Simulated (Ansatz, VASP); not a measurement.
**Two plane-wave programs on Hg**

```
Hg
1.0
    14.00000    0.00000    0.00000
     0.00000   14.40000    0.00000
     0.00000    0.00000   14.80000
Hg
1
Direct
  0.50000 0.50000 0.50000
```

Alike in both runs: task single point; functional PBEsol; k mesh 1 × 1 × 1; occupations fermi-dirac, width 0.01 eV; collinear spin.

|  | VASP | Ansatz |
| --- | --- | --- |
| version | VASP 6.6.1 | Ansatz 0.2.0 |
| potentials or method | VASP PAW PBE potentials, release 64 (Hg), cutoff 520 eV | plane waves (420 eV) with PAW, scalar-relativistic |
| valence electrons in the cell | 12 | 20 |

```tsv
	VASP	Ansatz	Ansatz less VASP
gap on the k mesh at the Fermi level (eV)	5.88	5.87	-0.010
net moment per atom (μB)	0.00	0.00	0.000
```

VASP's potentials were made for PBE, not for PBEsol, and Ansatz warns of the same on its side. With one functional, cell and mesh, what is left measures potentials, basis and numerics. VASP's potentials hold 12 valence electrons a cell and Ansatz's 20, so a difference there can come from the potentials and not from the codes. Ansatz's warnings: seeded moment not kept.

Neither program's run includes spin-orbit coupling.
